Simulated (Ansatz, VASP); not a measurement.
**Two plane-wave programs on B5Ru**

The input INCAR:

```
PREC = Accurate
ENCUT = 600
EDIFF = 1E-6
ISMEAR = 0
SIGMA = 0.1
LREAL = False
LASPH = True
NELM = 80
ALGO = Normal
ISIF = 3
LWAVE = False
LCHARG = False
GGA = PE
IBRION = 2
NSW = 90
EDIFFG = -0.04
```

KPOINTS

```
Automatic mesh
0
Gamma
  6 6 4
```

POSCAR

```
B5Ru
1.0
    3.1783294000      0.0000000000      0.0000000000
   -1.5891647000      2.7525140000      0.0000000000
    0.0000000000      0.0000000000      5.3595682500
B Ru
5 1
Direct
    0.5000000000      0.0000000000      0.0000000000
    0.0000000000      0.5000000000      0.0000000000
    0.5000000000      0.5000000000      0.0000000000
    0.0000000000      0.0000000000      0.8272128400
    0.0000000000      0.0000000000      0.1727871600
    0.0000000000      0.0000000000      0.5000000000
```

Input for Ansatz:

```yaml
crystal:
  lattice:
    - [3.1783294, 0.0, 0.0]
    - [-1.5891647, 2.752514, 0.0]
    - [0.0, 0.0, 5.35956825]
  atoms:
    - { symbol: B, position: [0.5, 0.0, 0.0] }
    - { symbol: B, position: [0.0, 0.5, 0.0] }
    - { symbol: B, position: [0.5, 0.5, 0.0] }
    - { symbol: B, position: [0.0, 0.0, 0.82721284] }
    - { symbol: B, position: [0.0, 0.0, 0.17278716] }
    - { symbol: Ru, position: [0.0, 0.0, 0.5] }
basis:
  ecutwfc: 420
kpoints:
  mp_grid: { grid: [6, 6, 4] }
hamiltonian:
  xc: pbe
scf:
  occupations: { method: gaussian, width: 0.1 }
  lower_state_search: "off"
output:
  forces: true
  stress: true
  eigenvalues: true
relax:
  adjacent_minimum: "off"
  f_tol: 0.04
  max_steps: 70
  cell: { stress_tol: 0.4 }
```

Alike in both runs: task relaxation of cell and atoms; functional PBE; k mesh 6 × 6 × 4; occupations gaussian, width 0.1 eV; no spin polarisation.

|  | VASP | Ansatz |
| --- | --- | --- |
| version | VASP 6.6.1 | Ansatz 0.2.0 |
| potentials or method | VASP PAW PBE potentials, release 64 (B, Ru_pv), cutoff 600 eV | scalar-relativistic, plane waves, PAW |
| valence electrons in the cell | 29 | 31 |

```tsv
	VASP	Ansatz	Ansatz less VASP
gap on the k mesh at the Fermi level, each at its own relaxed structure (eV)	none	none	-
relaxed volume (Å³/atom)	9.93	9.94	+0.005
relaxed cell length with the largest relative difference (Å)	6.544	6.546	+0.0017
```

A gap of «none» marks a metal or a gap that the smearing closes. VASP's potentials hold 29 valence electrons a cell and Ansatz's 31, so a difference there can come from the potentials and not from the codes.

The k mesh is coarse, so the values compare programs but aren't converged. Noted on VASP's run: the volume moved by over 15 % at a fixed basis, so the end points are rough.
